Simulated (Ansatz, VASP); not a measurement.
BIr: VASP beside Ansatz

```xyz
2
Lattice="3.0421 0.0000 0.0000 -1.5211 2.6345 0.0000 0.0000 0.0000 2.9733" Properties=species:S:1:pos:R:3 pbc="T T T"
B     0.0000    1.7564    1.4866
Ir    0.0000    0.0000    0.0000
```

Change from the starting cell: strain +0.1000 x Voigt [0, 0, 1, 0, 0, 0], atoms carried along.

Alike in both runs: task single point; functional LDA; k mesh 18 × 18 × 18; occupations gaussian, width 0.15 eV; no spin polarisation.

|  | VASP | Ansatz |
| --- | --- | --- |
| version | VASP 6.6.1 | Ansatz 0.2.0 |
| potentials or method | VASP PAW LDA potentials, release 64 (B, Ir), cutoff 520 eV | scalar-relativistic, plane waves, PAW |
| valence electrons in the cell | 12 | 20 |

|  | VASP | Ansatz | Ansatz less VASP |
| --- | --- | --- | --- |
| gap on the k mesh at the Fermi level (eV) | none | none | - |
| pressure (GPa) | -34.8 | -36.1 | -1.28 |
| traceless stress, the component that is largest in VASP (GPa) | -15.38 | -15.90 | -0.527 |

LDA's correlation is that of Perdew and Zunger in VASP and of Perdew and Wang (1992) in Ansatz. A gap of «none» marks a metal or a gap that the smearing closes. Both programs put the cell under strong tension, so it lies far from rest at this level. VASP's potentials hold 12 valence electrons a cell and Ansatz's 20, so a difference there can come from the potentials and not from the codes.

Neither program's run includes spin-orbit coupling. Noted on VASP's run: the cell as given lies far from equilibrium.
